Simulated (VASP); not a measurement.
# Al (Fm-3m) in VASP: settings compared, part 2 of 2

VASP 6.6.1. Earlier steps stand in the parts before.

## (4) Single point, revPBE

This run uses another cell than the first one, of 17.27 Å³/atom, 1.040 times its volume.

File INCAR:

```
PREC = Accurate
ENCUT = 520
EDIFF = 1E-6
ISMEAR = -1
SIGMA = 0.05
LREAL = F
LASPH = T
NELM = 80
ALGO = Normal
ISIF = 2
LWAVE = F
LCHARG = T
GGA = RE
LELF = T
LVHAR = T
NBANDS = 8
```

File KPOINTS:

```
regular mesh
0
Gamma
  11 11 11
```

File POSCAR:

```
Al
1.0
    0.0000000000      2.0514502267      2.0514502267
    2.0514502267      0.0000000000      2.0514502267
    2.0514502267      2.0514502267      0.0000000000
Al
1
Direct
    0.0000000000      0.0000000000      0.0000000000
```

Potentials or basis: VASP PAW PBE potentials, release 64 (Al).

Command:

```sh
$ cat potpaw_PBE.64/Al/POTCAR > POTCAR
$ mpirun -np 1 vasp_std > vasp.out
```

OUTCAR:

```text
PREC = Accurate
   ENCUT = 520
   EDIFF = 1E-6
   ISMEAR = -1
   LREAL = F
   LASPH = T
   NELM = 80
   ISIF = 2
   GGA = RE

 ion  position               nearest neighbor table
   1  0.000  0.000  0.000-

  LATTYP: Found a face centered cubic cell.
 ALAT       =     4.1029004534

  Lattice vectors:

 A1 = (   0.0000000000,   2.0514502267,   2.0514502267)
 A2 = (   2.0514502267,   0.0000000000,   2.0514502267)
 A3 = (   2.0514502267,   2.0514502267,   0.0000000000)

Analysis of symmetry for initial positions (statically):
=====================================================================
 Subroutine PRICEL returns:
 Original cell was already a primitive cell.

 Routine SETGRP: Setting up the symmetry group for a
 face centered cubic supercell.

 Subroutine GETGRP returns: Found 48 space group operations
[... 9 lines left out ...]

 Routine SETGRP: Setting up the symmetry group for a
 face centered cubic supercell.

 Subroutine GETGRP returns: Found 48 space group operations
 (whereof 48 operations were pure point group operations)
 out of a pool of 48 trial point group operations.

The dynamic configuration has the point symmetry O_h .

 Subroutine INISYM returns: Found 48 space group operations
 (whereof 48 operations are pure point group operations),
 and found     1 'primitive' translations

----------------------------------------------------------------------------------------

                                     Primitive cell

  volume of cell :      17.2668

  direct lattice vectors                    reciprocal lattice vectors
     0.000000000  2.051450227  2.051450227    -0.243730018  0.243730018  0.243730018
     2.051450227  0.000000000  2.051450227     0.243730018 -0.243730018  0.243730018
     2.051450227  2.051450227  0.000000000     0.243730018  0.243730018 -0.243730018

[... 93 lines left out ...]
   NUPDOWN=      -1.0000    fix difference up-down
   EMIN   =  10.00;   EMAX   =-10.00  energy-range for DOS
   EFERMI =   0.00;   METHOD = LEGACY
   ISMEAR =    -1;   SIGMA  =   0.05  broadening in eV -4-tet -1-fermi 0-gaus
   EFERMI_NEDOS =   21; number of points for ismear=-14 and -15
   IALGO  =     38    algorithm
   IMIX   =      4    mixing-type and parameters
     AMIX     =   0.40;   BMIX     =  1.00
     AMIX_MAG =   1.60;   BMIX_MAG =  1.00
  volume/ion in A,a.u.               =      17.27       116.52
  Fermi-wavevector in a.u.,A,eV,Ry     =   0.913505  1.726274 11.353945  0.834491
  Thomas-Fermi vector in A             =   2.038024
   LORBIT       =      0    0 simple, 1 ext, 2 COOP (PROOUT), +10 PAW based schemes
   GGA     = RE    functional components
   LHFCALC =     F    Hartree Fock is set to
   AEXX    =    0.0000 exact exchange contribution
   IVDW    =     0    specifies the selected vdW correction
   LEPSILON=     F    determine dielectric tensor
   LRPA    =     F    only Hartree local field effects (RPA)
 non-spin polarized calculation
  energy-cutoff  :      520.00
  volume of cell :       17.27
 maximum number of plane-waves:       483
 NGX is ok and might be reduce to    24
   NGX = 11   NGY = 11   NGZ = 11

 number of electron       3.0000000 magnetization

 Free energy of the ion-electron system (eV)
  ---------------------------------------------------
  ext. energy  EPLUGINS =         0.00000000
  ---------------------------------------------------
  free energy    TOTEN  =        -3.55977063 eV

  energy without entropy =       -3.55570647  energy(sigma->0) =       -3.55773855

 E-fermi :   7.6254     XC(G=0):  -9.9927

 val. band max:        7.3916132006   @ k =  -0.4545   0.4545   0.0909
 cond. band min:       7.6277392687   @ k =  -0.4545   0.3636   0.0000
 fundamental gap:      0.2361260681
 Fermi energy:         7.6253806288

 k-point     1 :       0.0000    0.0000    0.0000
  band No.  band energies     occupation
      1      -3.2180      2.00000
      2      19.9572      0.00000
      3      19.9572      0.00000
      4      19.9572      0.00000
      5      21.2178      0.00000
      6      21.2178      0.00000
      7      21.2178      0.00000
      8      23.6890      0.00000
[... 243 lines left out ...]
 k-point    24 :      -0.1818    0.1818    0.0000
  band No.  band energies     occupation
      1      -0.9094      2.00000
      2      11.3581      0.00000
      3      12.7043      0.00000
      4      19.1259      0.00000
      5      21.1139      0.00000
      6      22.2072      0.00000
      7      23.1973      0.00000
      8      24.1213      0.00000

 [... further k-points ...]
[... 5 lines left out ...]
  --------------------------------------------------------------------------------------
  -------------------------------------------------------------------------------------
  Total       -0.2531361     -0.2531361     -0.2531361     -0.0000000     -0.0000000      0.0000000
  in kB      -23.4883065    -23.4883065    -23.4883065     -0.0000000     -0.0000000      0.0000000
  external PRESSURE =     -23.4883065 kB  Pullay stress =       0.0000000 kB

 VOLUME and BASIS-vectors are now :
 -----------------------------------------------------------------------------
  energy-cutoff  :      520.00
  volume of cell :       17.27
      direct lattice vectors                 reciprocal lattice vectors
     0.000000000  2.051450227  2.051450227    -0.243730018  0.243730018  0.243730018
     2.051450227  0.000000000  2.051450227     0.243730018 -0.243730018  0.243730018
     2.051450227  2.051450227  0.000000000     0.243730018  0.243730018 -0.243730018

 POSITION                                       TOTAL-FORCE (eV/Angst)
 -----------------------------------------------------------------------------------
      0.00000      0.00000      0.00000         0.000000      0.000000      0.000000
 -----------------------------------------------------------------------------------
    total drift:                               -0.000000      0.000000     -0.000000

  FREE ENERGIE OF THE ION-ELECTRON SYSTEM (eV)
  ---------------------------------------------------
  free  energy   TOTEN  =        -3.5597706294 eV

  energy  without entropy=       -3.5557064719  energy(sigma->0) =       -3.55773855
```

Run time: 3.5 s. Hardware: 1 thread of Intel Xeon 6975P-C (Granite Rapids), shared host; peak memory 0.12 GiB.

Results:

* Free energy: -3.5598 eV
* Pressure: -2.3 GPa

Caveat: the PAW data sets were made with another functional, which shifts forces and pressure a little.

## (5) Single point, revPBE

This run uses another cell than the first one, of 17.60 Å³/atom, 1.060 times its volume.

File INCAR:

```
SYSTEM = Al
PREC = Accurate
ENCUT = 520
EDIFF = 1E-7
ISMEAR = -1
SIGMA = 0.05
LREAL = .FALSE.
LASPH = .TRUE.
NELM = 60
ALGO = Normal
ISIF = 2
LWAVE = .FALSE.
LCHARG = .TRUE.
GGA = RE
LELF = .TRUE.
LVHAR = .TRUE.
NBANDS = 8
```

File KPOINTS:

```
Automatic mesh
0
G
  11 11 11
  0 0 0
```

File POSCAR:

```
Al
1.0
    0.0000000000      2.0645171409      2.0645171409
    2.0645171409      0.0000000000      2.0645171409
    2.0645171409      2.0645171409      0.0000000000
Al
1
Direct
    0.0000000000      0.0000000000      0.0000000000
```

Command:

```sh
$ cat potpaw_PBE.64/Al/POTCAR > POTCAR
$ mpirun -np 1 vasp_std > vasp.out
```

Run time: 3.8 s. Hardware: 1 thread of Intel Xeon 6975P-C (Granite Rapids), shared host; peak memory 0.12 GiB.

It converged, with:

```yaml
Free_energy: -3.5536 eV
Pressure: -3.6 GPa
```

Levels at points of the mesh, in eV from the Fermi level:
| k point | band 1 | band 2 | band 3 | band 4 | band 5 | band 6 |
| --- | --- | --- | --- | --- | --- | --- |
| (0.00, 0.00, 0.00) | -10.72 | 12.23 | 12.23 | 12.23 | 13.35 | 13.35 |

Caveat: the PAW data sets were made with another functional, which shifts forces and pressure a little.

## (6) Single point, BLYP+D3(BJ)

This run uses another cell than the first one, of 16.93 Å³/atom, 1.020 times its volume.

File INCAR:

```
AGGAC = 1.0
AGGAX = 1.0
ALDAC = 0.0
ALDAX = 1.0
ALGO = Fast
EDIFF = 1E-7
ENCUT = 520
GGA = B5
ISIF = 2
ISMEAR = -1
IVDW = 12
LASPH = True
LCHARG = True
LELF = True
LREAL = False
LVHAR = True
LWAVE = False
NBANDS = 8
NELM = 80
PREC = Accurate
SIGMA = 0.05
VDW_A1 = 0.4298
VDW_A2 = 4.2359
VDW_S6 = 1.0
VDW_S8 = 2.6996
```

File KPOINTS:

```
k-points
0
Gamma
  11 11 11
```

File POSCAR:

```
Al
1.0
    0.0000000000      2.0382146954      2.0382146954
    2.0382146954      0.0000000000      2.0382146954
    2.0382146954      2.0382146954      0.0000000000
Al
1
Direct
    0.0000000000      0.0000000000      0.0000000000
```

Potentials or basis: VASP PAW PBE potentials, release 64 (Al).

Command:

```sh
$ cat potpaw_PBE.64/Al/POTCAR > POTCAR
$ mpirun -np 1 vasp_std > vasp.out
```

OUTCAR:

```text
EDIFF = 1E-7
   ENCUT = 520
   GGA = B5
   ISIF = 2
   ISMEAR = -1
   IVDW = 12
   LASPH = True
   LREAL = False
   NELM = 80
   PREC = Accurate
 IVDW          = 12

 ion  position               nearest neighbor table
   1  0.000  0.000  0.000-

  LATTYP: Found a face centered cubic cell.
 ALAT       =     4.0764293908

  Lattice vectors:

 A1 = (   0.0000000000,   2.0382146954,   2.0382146954)
 A2 = (   2.0382146954,   0.0000000000,   2.0382146954)
 A3 = (   2.0382146954,   2.0382146954,   0.0000000000)

[... 444 lines left out ...]
 [... further k-points ...]

------------------------ aborting loop because EDIFF is reached ----------------------------------------

 Edisp (eV)   -0.75439

 E8    (eV) :    -0.5608

  FORCE on cell =-STRESS in cart. coord.  units (eV):
  Direction    XX          YY          ZZ          XY          YZ          ZX
  --------------------------------------------------------------------------------------
  -------------------------------------------------------------------------------------
  Total      -0.59913    -0.59913    -0.59913    -0.00000    -0.00000     0.00000
  in kB     -56.68331   -56.68331   -56.68331    -0.00000    -0.00000     0.00000
  external pressure =      -56.68 kB  Pullay stress =        0.00 kB

 VOLUME and BASIS-vectors are now :
 -----------------------------------------------------------------------------
  energy-cutoff  :      520.00
  volume of cell :       16.93
      direct lattice vectors                 reciprocal lattice vectors
     0.000000000  2.038214695  2.038214695    -0.245312724  0.245312724  0.245312724
     2.038214695  0.000000000  2.038214695     0.245312724 -0.245312724  0.245312724
     2.038214695  2.038214695  0.000000000     0.245312724  0.245312724 -0.245312724

 POSITION                                       TOTAL-FORCE (eV/Angst)
 -----------------------------------------------------------------------------------
      0.00000      0.00000      0.00000         0.000000     -0.000000     -0.000000
 -----------------------------------------------------------------------------------
    total drift:                                0.000000     -0.000000     -0.000000

  FREE ENERGIE OF THE ION-ELECTRON SYSTEM (eV)
  ---------------------------------------------------
  free  energy   TOTEN  =        -3.4662720320 eV

  energy  without entropy=       -3.4623064554  energy(sigma->0) =       -3.46428924
```

Wall time 5.9 s (1 thread of Intel Xeon 6975P-C (Granite Rapids), shared host); peak memory 0.14 GiB.

What came out:

```yaml
Free_energy: -3.4663 eV
Pressure: -5.7 GPa
Dispersion_energy_per_atom: -0.754 eV
```

Caveat: the PAW data sets were made with another functional, which shifts forces and pressure a little; pairwise dispersion overbinds metals, which lowers pressure and volume.

## (7) Overview

```tsv
level	cell	gap on the mesh (eV)	pressure (GPa)
SVWN5	a = 2.864 Å, angles 60.0°, 1 atom	none	-3.3
revPBE	a = 2.882 Å, angles 60.0°, 1 atom	none	-1.0
revPBE	a = 2.901 Å, angles 60.0°, 1 atom	none	-2.3
revPBE	a = 2.920 Å, angles 60.0°, 1 atom	none	-3.6
BLYP+D3(BJ)	a = 2.882 Å, angles 60.0°, 1 atom	none	-5.7
```

Alike in all rows: task single point; potentials or basis VASP PAW PBE potentials, release 64 (Al); no spin polarisation; k mesh 11 × 11 × 11; cutoff (eV) 520; smearing fermi-dirac 0.05 eV.

Caveats: the PAW data sets were made with another functional, which shifts forces and pressure a little; pairwise dispersion overbinds metals, which lowers pressure and volume (some runs).

Total energies depend on the potentials used, so only differences within one code and one set of settings carry meaning.
